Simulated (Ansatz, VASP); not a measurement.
Sb in VASP and in Ansatz

INCAR

```
SYSTEM = Sb
PREC = Accurate ; ENCUT = 600
EDIFF = 1E-6 ; ISMEAR = 0
SIGMA = 0.1 ; LREAL = .FALSE.
LASPH = .TRUE. ; NELM = 80
ALGO = Normal ; ISIF = 3
LWAVE = .FALSE. ; LCHARG = .FALSE.
GGA = PE ; IBRION = 2
NSW = 100 ; EDIFFG = -0.01
```

KPOINTS

```
regular mesh
0
G
  18 18 10
  0 0 0
```

POSCAR

```
Sb
1.0
    3.3531125711      0.0000000000      0.0000000000
   -1.6765562856      2.9038806683      0.0000000000
    0.0000000000      0.0000000000      5.5964889264
Sb
2
Direct
    0.3333333333      0.6666666667      0.7500000000
    0.6666666667      0.3333333333      0.2500000000
```

Input for Ansatz:

```yaml
crystal:
  lattice:
    - [3.3531125711, 0.0, 0.0]
    - [-1.6765562856, 2.9038806683, 0.0]
    - [0.0, 0.0, 5.5964889264]
  atoms:
    - { symbol: Sb, position: [0.3333333333, 0.6666666667, 0.75] }
    - { symbol: Sb, position: [0.6666666667, 0.3333333333, 0.25] }
basis:
  ecutwfc: 420
kpoints:
  mp_grid: { grid: [18, 18, 10] }
hamiltonian:
  xc: pbe
scf:
  occupations: { method: gaussian, width: 0.1 }
output:
  forces: true
  stress: true
  eigenvalues: true
  write_density: true
  write_potential: true
  elf: true
  volumetric_format: npy
relax:
  adjacent_minimum: "off"
  f_tol: 0.01
  max_steps: 80
  cell: { stress_tol: 0.05 }
```

Alike in both runs: task relaxation of cell and atoms; functional PBE; k mesh 18 × 18 × 10; occupations gaussian, width 0.1 eV; no spin polarisation.

|  | VASP | Ansatz |
| --- | --- | --- |
| version | VASP 6.6.1 | Ansatz 0.2.0 |
| potentials or method | VASP PAW PBE potentials, release 64 (Sb), cutoff 600 eV | scalar-relativistic, plane waves, PAW |
| valence electrons in the cell | 10 | 30 |

```tsv
	VASP	Ansatz	Ansatz less VASP
gap on the k mesh at the Fermi level, each at its own relaxed structure (eV)	none	none	-
relaxed volume (Å³/atom)	27.36	27.42	+0.063
relaxed cell length with the largest relative difference (Å)	3.363	3.365	+0.0026
```

A gap of «none» marks a metal or a gap that the smearing closes. VASP's potentials hold 10 valence electrons a cell and Ansatz's 30, so a difference there can come from the potentials and not from the codes.

Spin-orbit coupling is off throughout.
